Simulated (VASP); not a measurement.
# SnSe2 (C2/m) in VASP: single point with PBE+D3(BJ)

Aim: the single point of SnSe2 with PBE+D3(BJ).

All numbers are computed with VASP 6.6.1; they aren't measurements. Logs are shortened: lines on timing, memory, paths and dates and some standing lists are left out, and cuts for length are marked.

## 1. The cell of the first run

It takes space group C2/m (No. 12, monoclinic). The conventional cell has a = 6.649 Å, b = 3.839 Å, c = 12.474 Å, α = 90.00°, β = 105.46°, γ = 90.00°. Sn (site symmetry m) has 6 Se at 2.73 Å within 3.6 Å. Within 3.6 Å of Se (site symmetry m) lie 3 Sn at 2.73 Å and 1 Se at 3.03 Å. Se (site symmetry m) has 3 Sn at 2.73 Å and 3 Se at 3.59 Å within 3.6 Å.

## 2. Single point, PBE+D3(BJ) (layers slid over each other)

INCAR

```
PREC     = Accurate       # precision mode
ENCUT    = 520            # plane-wave cutoff, eV
EDIFF    = 1E-6           # SCF threshold, eV
ISMEAR   = 0              # smearing method
SIGMA    = 0.03           # smearing width, eV
LREAL    = False          # projectors in reciprocal space
LASPH    = True           # aspherical terms in the spheres
NELM     = 80             # most SCF steps
ALGO     = Normal         # electronic algorithm
ISIF     = 2              # what is computed and relaxed
LWAVE    = False          # write WAVECAR
LCHARG   = False          # write CHGCAR
GGA      = PE             # functional
IVDW     = 12             # dispersion correction
ISYM     = 0            
NBANDS   = 35             # bands
```

KPOINTS

```
Automatic mesh
0
Gamma
  10 10 3
```

POSCAR

```
SnSe2
1.0
   -3.8390485956      0.0000000000      0.0000000000
   -1.9195242978     -3.3247136102      0.0000000000
   -0.9597621489     -1.6623568051     12.0232622210
Sn Se
2 4
Direct
    0.0000000000     -0.3750000000      0.7500000000
    0.0000000000     -0.1250000000      0.2500000000
    0.3333333333     -0.1079549157      0.8825764980
    0.3333333333      0.1420450843      0.3825764980
    0.6666666667      0.6079549157      0.1174235020
    0.6666666667      0.3579549157      0.6174235020
```

Potentials or basis: VASP PAW PBE potentials, release 64 (Sn_d, Se).

Command:

```console
> cat potpaw_PBE.64/Sn_d/POTCAR potpaw_PBE.64/Se/POTCAR > POTCAR
> mpirun -np 1 vasp_std > vasp.out
```

OUTCAR:

```text
PREC = Accurate
   ENCUT = 520
   EDIFF = 1E-6
   ISMEAR = 0
   LREAL = False
   LASPH = True
   NELM = 80
   ISIF = 2
   GGA = PE
   IVDW = 12
   ISYM = 0
 IVDW          = 12

 ion  position               nearest neighbor table
   1  0.000  0.625  0.750-   3 2.73   6 2.73   6 2.73   3 2.73   3 2.73   6 2.73
   2  0.000  0.875  0.250-   4 2.73   5 2.73   5 2.73   4 2.73   4 2.73   5 2.73
   3  0.333  0.892  0.883-   1 2.73   1 2.73   1 2.73
   4  0.333  0.142  0.383-   2 2.73   2 2.73   2 2.73
   5  0.667  0.608  0.117-   2 2.73   2 2.73   2 2.73
   6  0.667  0.358  0.617-   1 2.73   1 2.73   1 2.73

IMPORTANT INFORMATION: All symmetrisations will be switched off!
NOSYMM: (Re-)initialisation of all symmetry stuff for point group C_1.

----------------------------------------------------------------------------------------

                                     Primitive cell

  volume of cell :     153.4618

  direct lattice vectors                    reciprocal lattice vectors
    -3.839048596  0.000000000  0.000000000    -0.260481204  0.150388893  0.000000000
    -1.919524298 -3.324713610  0.000000000     0.000000000 -0.300777786 -0.041586051
    -0.959762149 -1.662356805 12.023262221     0.000000000  0.000000000  0.083172103

  length of vectors
     3.839048596  3.839048596 12.175524956     0.300777786  0.303639056  0.083172103

  position of ions in fractional coordinates (direct lattice)
     0.000000000  0.625000000  0.750000000
     0.000000000  0.875000000  0.250000000
     0.333333333  0.892045084  0.882576498
     0.333333333  0.142045084  0.382576498
     0.666666667  0.607954916  0.117423502
     0.666666667  0.357954916  0.617423502

  ion indices of the primitive-cell ions
   primitive index   ion index
                 1           1
                 2           2
                 3           3
                 4           4
                 5           5
                 6           6

----------------------------------------------------------------------------------------

 KPOINTS: Automatic mesh

Automatic generation of k-mesh.
 Grid dimensions read from file:
 generate k-points for:   10   10    3

 Generating k-lattice:

  Cartesian coordinates                     Fractional coordinates (reciprocal lattice)
    -0.026048120  0.015038889  0.000000000     0.100000000  0.000000000  0.000000000
     0.000000000 -0.030077779 -0.004158605     0.000000000  0.100000000 -0.000000000
     0.000000000  0.000000000  0.027724034     0.000000000  0.000000000  0.333333333

  Length of vectors
     0.030077779  0.030363906  0.027724034

  Shift w.r.t. Gamma in fractional coordinates (k-lattice)
     0.000000000  0.000000000  0.000000000

 -----------------------------------------------------------------------------
|                                                                             |
|           W    W    AA    RRRRR   N    N  II  N    N   GGGG   !!!           |
|           W    W   A  A   R    R  NN   N  II  NN   N  G    G  !!!           |
|           W    W  A    A  R    R  N N  N  II  N N  N  G       !!!           |
|           W WW W  AAAAAA  RRRRR   N  N N  II  N  N N  G  GGG   !            |
|           WW  WW  A    A  R   R   N   NN  II  N   NN  G    G                |
|           W    W  A    A  R    R  N    N  II  N    N   GGGG   !!!           |
|                                                                             |
|     Your reciprocal lattice and k-lattice belong to different lattice       |
|     classes:                                                                |
|                                                                             |
|        The reciprocal lattice is body-centered orthorhombic,                |
|        whereas your k-lattice is base-centered monoclinic.                  |
|                                                                             |
|     Results are often still useful ...                                      |
|                                                                             |
 -----------------------------------------------------------------------------

 WARNING: IBZKPT: internal override: KBLOWUP is changed to .FALSE.
      ... skipping the blow-up phase ...

 Subroutine IBZKPT returns following result:
 ===========================================

 Found    152 irreducible k-points:

 Following reciprocal coordinates:
            Coordinates               Weight
  0.000000  0.000000  0.000000      1.000000
  0.100000  0.000000  0.000000      2.000000
  0.200000  0.000000  0.000000      2.000000
  0.300000 -0.000000 -0.000000      2.000000
  0.400000 -0.000000 -0.000000      2.000000
  0.500000  0.000000  0.000000      1.000000
[... 16 lines left out ...]
 -0.400000  0.200000  0.000000      2.000000
 -0.300000  0.200000  0.000000      2.000000
 [... further k-points ...]
   k-points           NKPTS =    152   k-points in BZ     NKDIM =    152   number of bands    NBANDS=     35
   number of dos      NEDOS =    301   number of ions     NIONS =      6
   total plane-waves  NPLWV =  86400
   dimension x,y,z NGX =    30 NGY =   30 NGZ =   96
   dimension x,y,z NGXF=    60 NGYF=   60 NGZF=  192
   ions per type =               2   4
   NGX,Y,Z   is equivalent  to a cutoff of  12.99, 12.99, 13.11 a.u.
   NGXF,Y,Z  is equivalent  to a cutoff of  25.98, 25.98, 26.22 a.u.
 SYSTEM =  unknown system
   PREC   = accura    normal or accurate (medium, high low for compatibility)
   ISTART =      0    job   : 0-new  1-cont  2-samecut
   ICHARG =      2    charge: 1-file 2-atom 10-const
   ISPIN  =      1    spin polarized calculation?
   LNONCOLLINEAR =      F non collinear calculations
   LSORBIT =      F    spin-orbit coupling
   LASPH  =      T    aspherical Exc in radial PAW
   ENCUT  =  520.0 eV  38.22 Ry    6.18 a.u.   7.14  7.14 22.64*2*pi/ulx,y,z
   NELM   =     80;   NELMIN=  2; NELMDL= -5     # of ELM steps
   EDIFF  = 0.1E-05   stopping-criterion for ELM
   LREAL  =      F    real-space projection
   EDIFFG = 0.1E-04   stopping-criterion for IOM
   NSW    =      0    number of steps for IOM
   IBRION =     -1    ionic relax: 0-MD 1-quasi-New 2-CG
   NFREE  =      0    steps in history (QN), initial steepest desc. (CG)
   ISIF   =      2    stress and relaxation
   ISYM   =      0    0-nonsym 1-usesym 2-fastsym
   POTIM  = 0.5000    time-step for ionic-motion
   TEBEG  =    0.0;   TEEND  =   0.0 temperature during run
   PSTRESS=    0.0 pullay stress
   NELECT =      52.0000    total number of electrons
   NUPDOWN=      -1.0000    fix difference up-down
   EMIN   =  10.00;   EMAX   =-10.00  energy-range for DOS
   EFERMI =   0.00;   METHOD = LEGACY
   ISMEAR =     0;   SIGMA  =   0.03  broadening in eV -4-tet -1-fermi 0-gaus
   EFERMI_NEDOS =   21; number of points for ismear=-14 and -15
   IALGO  =     38    algorithm
   IMIX   =      4    mixing-type and parameters
     AMIX     =   0.40;   BMIX     =  1.00
     AMIX_MAG =   1.60;   BMIX_MAG =  1.00
  volume/ion in A,a.u.               =      25.58       172.60
  Fermi-wavevector in a.u.,A,eV,Ry     =   1.141325  2.156791 17.723250  1.302622
  Thomas-Fermi vector in A             =   2.278025
   LORBIT       =      0    0 simple, 1 ext, 2 COOP (PROOUT), +10 PAW based schemes
   GGA     = PE    functional components
   LHFCALC =     F    Hartree Fock is set to
   AEXX    =    0.0000 exact exchange contribution
   IVDW    =    12    specifies the selected vdW correction
   LEPSILON=     F    determine dielectric tensor
   LRPA    =     F    only Hartree local field effects (RPA)
 non-spin polarized calculation
 Gauss-broadening in eV      SIGMA  =   0.03
  energy-cutoff  :      520.00
  volume of cell :      153.46
 maximum number of plane-waves:      4163
 NGX is ok and might be reduce to    30
   NGX = 15   NGY = 15   NGZ = 45

 number of electron      52.0000009 magnetization

 Free energy of the ion-electron system (eV)
  ---------------------------------------------------
  ext. energy  EPLUGINS =         0.00000000
  ---------------------------------------------------
  free energy    TOTEN  =       -23.42626465 eV

  energy without entropy =      -23.42605969  energy(sigma->0) =      -23.42616217

 E-fermi :   4.6447     XC(G=0):  -9.5496

 val. band max:        4.6422088706   @ k =   0.1000   0.1000   0.0000
 cond. band min:       4.6817922388   @ k =   0.1000   0.2000   0.0000
 fundamental gap:      0.0395833683
 Fermi energy:         4.6446600850

 k-point     1 :       0.0000    0.0000    0.0000
  band No.  band energies     occupation
      1     -16.9457      2.00000
      2     -16.9457      2.00000
      3     -16.9433      2.00000
      4     -16.9433      2.00000
      5     -16.9131      2.00000
      6     -16.9130      2.00000
[... 27 lines left out ...]
     34       8.8560      0.00000
     35      12.0045      0.00000

 k-point     2 :       0.1000    0.0000    0.0000
  band No.  band energies     occupation
      1     -16.9495      2.00000
      2     -16.9494      2.00000
      3     -16.9398      2.00000
      4     -16.9397      2.00000
      5     -16.9107      2.00000
      6     -16.9105      2.00000
[... 27 lines left out ...]
     34       9.1164      0.00000
     35      11.6234      0.00000

 k-point     3 :       0.2000    0.0000    0.0000
  band No.  band energies     occupation
      1     -16.9609      2.00000
      2     -16.9608      2.00000
      3     -16.9318      2.00000
      4     -16.9318      2.00000
      5     -16.9090      2.00000
      6     -16.9090      2.00000
[... 27 lines left out ...]
     34       9.8176      0.00000
     35      10.6474      0.00000

 k-point     4 :       0.3000   -0.0000   -0.0000
  band No.  band energies     occupation
      1     -16.9766      2.00000
      2     -16.9763      2.00000
      3     -16.9255      2.00000
      4     -16.9254      2.00000
      5     -16.9148      2.00000
      6     -16.9147      2.00000
[... 27 lines left out ...]
     34      10.0261      0.00000
     35      10.1335      0.00000

 k-point     5 :       0.4000   -0.0000   -0.0000
  band No.  band energies     occupation
      1     -16.9898      2.00000
      2     -16.9893      2.00000
      3     -16.9233      2.00000
      4     -16.9232      2.00000
      5     -16.9191      2.00000
      6     -16.9190      2.00000
[... 638 lines left out ...]
 k-point    22 :       0.5000    0.2000    0.0000
  band No.  band energies     occupation
      1     -16.9784      2.00000
      2     -16.9780      2.00000
      3     -16.9369      2.00000
      4     -16.9369      2.00000
      5     -16.9103      2.00000
      6     -16.9103      2.00000
[... 27 lines left out ...]
     34      10.5423      0.00000
     35      10.9155      0.00000

 k-point    23 :      -0.4000    0.2000    0.0000
  band No.  band energies     occupation
      1     -16.9801      2.00000
      2     -16.9797      2.00000
      3     -16.9384      2.00000
      4     -16.9383      2.00000
      5     -16.9105      2.00000
      6     -16.9104      2.00000
[... 27 lines left out ...]
     34      10.5831      0.00000
     35      10.9951      0.00000

 k-point    24 :      -0.3000    0.2000    0.0000
  band No.  band energies     occupation
      1     -16.9783      2.00000
      2     -16.9779      2.00000
      3     -16.9370      2.00000
      4     -16.9369      2.00000
      5     -16.9104      2.00000
      6     -16.9104      2.00000
[... 27 lines left out ...]
     34      10.3990      0.00000
     35      10.9868      0.00000

 [... further k-points ...]

------------------------ aborting loop because EDIFF is reached ----------------------------------------

 Edisp (eV)   -2.17956

 E8    (eV) :    -0.9531

  FORCE on cell =-STRESS in cart. coord.  units (eV):
  Direction    XX          YY          ZZ          XY          YZ          ZX
  --------------------------------------------------------------------------------------
  -------------------------------------------------------------------------------------
  Total       0.40502     0.01212     1.93673    -0.37900     0.43784    -0.75626
  in kB       4.22847     0.12653    20.21996    -3.95684     4.57111    -7.89553
  external pressure =        8.19 kB  Pullay stress =        0.00 kB

 VOLUME and BASIS-vectors are now :
 -----------------------------------------------------------------------------
  energy-cutoff  :      520.00
  volume of cell :      153.46
      direct lattice vectors                 reciprocal lattice vectors
    -3.839048596  0.000000000  0.000000000    -0.260481204  0.150388893  0.000000000
    -1.919524298 -3.324713610  0.000000000     0.000000000 -0.300777786 -0.041586051
    -0.959762149 -1.662356805 12.023262221     0.000000000  0.000000000  0.083172103

 POSITION                                       TOTAL-FORCE (eV/Angst)
 -----------------------------------------------------------------------------------
     -1.91952     -3.32471      9.01745        -0.037598      0.019916     -0.136053
     -1.91952     -3.32471      3.00582         0.037598     -0.019914      0.136068
     -3.83905     -4.43295     10.61145         0.258114     -0.147545     -0.288083
     -1.91952     -1.10824      4.59982        -0.030036      0.012679      0.090331
     -3.83905     -2.21648      1.41181        -0.258113      0.147544      0.288076
     -3.83905     -2.21648      7.42344         0.030036     -0.012680     -0.090340
 -----------------------------------------------------------------------------------
    total drift:                               -0.000001      0.000004      0.000022

  FREE ENERGIE OF THE ION-ELECTRON SYSTEM (eV)
  ---------------------------------------------------
  free  energy   TOTEN  =       -25.6058247981 eV

  energy  without entropy=      -25.6056198331  energy(sigma->0) =      -25.60572232
```

Wall time 25 min (1 thread of Intel Xeon 8259CL, shared host); peak memory 0.76 GiB.

What came out:

| Item | Value |
| --- | --- |
| Free energy | -25.6058 eV |
| Pressure | 0.8 GPa |
| Largest force | 0.414 eV/Å |
| Band gap on the k mesh | zero (bands 26 and 27 overlap by 0.11 eV) |
| Dispersion energy per atom | -0.363 eV |

Forces on the atoms (eV/Å):
```
Sn  -0.038  0.020 -0.136
Sn   0.038 -0.020  0.136
Se   0.258 -0.148 -0.288
Se  -0.030  0.013  0.090
Se  -0.258  0.148  0.288
Se   0.030 -0.013 -0.090
```

Levels at points of the mesh, in eV from the Fermi level:
| k point | band 23 | band 24 | band 25 | band 26 | band 27 | band 28 | band 29 | band 30 |
| --- | --- | --- | --- | --- | --- | --- | --- | --- |
| (0.00, 0.00, 0.00) | -0.62 | -0.61 | -0.58 | -0.07 | 0.47 | 2.24 | 2.53 | 2.71 |
| (0.50, 0.00, 0.00) | -1.69 | -1.49 | -0.89 | -0.89 | 0.35 | 0.97 | 3.25 | 3.64 |
| (0.00, 0.50, 0.00) | -1.77 | -1.11 | -0.73 | -0.40 | -0.07 | 0.69 | 3.47 | 3.61 |
| (0.50, 0.50, 0.00) | -1.79 | -1.07 | -1.02 | -0.65 | 0.42 | 0.52 | 3.26 | 3.85 |

Caveat: the cell differs from its parent crystal (layers slid over each other); semilocal functionals underestimate gaps, so a narrow gap can read as zero; spin-orbit coupling is left out, which moves the levels of the heavy elements.
